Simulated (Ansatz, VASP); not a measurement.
ZnS: VASP beside Ansatz

```
CELL_PARAMETERS angstrom
3.80580 0.00000 0.00000
-1.90290 3.29592 0.00000
0.00000 0.00000 6.23798
ATOMIC_POSITIONS crystal
Zn 0.33333 0.66667 0.00014
Zn 0.66667 0.33333 0.50014
S 0.33333 0.66667 0.37326
S 0.66667 0.33333 0.87486
```

Alike in both runs: task single point; functional PBE; k mesh 10 × 10 × 6; occupations fermi-dirac, width 0.02 eV; no spin polarisation.

|  | VASP | Ansatz |
| --- | --- | --- |
| version | VASP 6.6.1 | Ansatz 0.2.0 |
| potentials or method | VASP PAW PBE potentials, release 64 (Zn, S), cutoff 520 eV | all-electron LAPW, scalar-relativistic |

```tsv
	VASP	Ansatz	Ansatz less VASP
gap on the k mesh at the Fermi level (eV)	2.22	2.22	-0.002
least direct gap on the mesh (eV)	2.22	2.22	-0.002
rms of the force components (eV/Å)	0.029	0.029	-0.0001
```

Atom by atom the forces differ by 0.000 eV/Å (rms over components). Ansatz ran all-electron here, and VASP with PAW potentials.
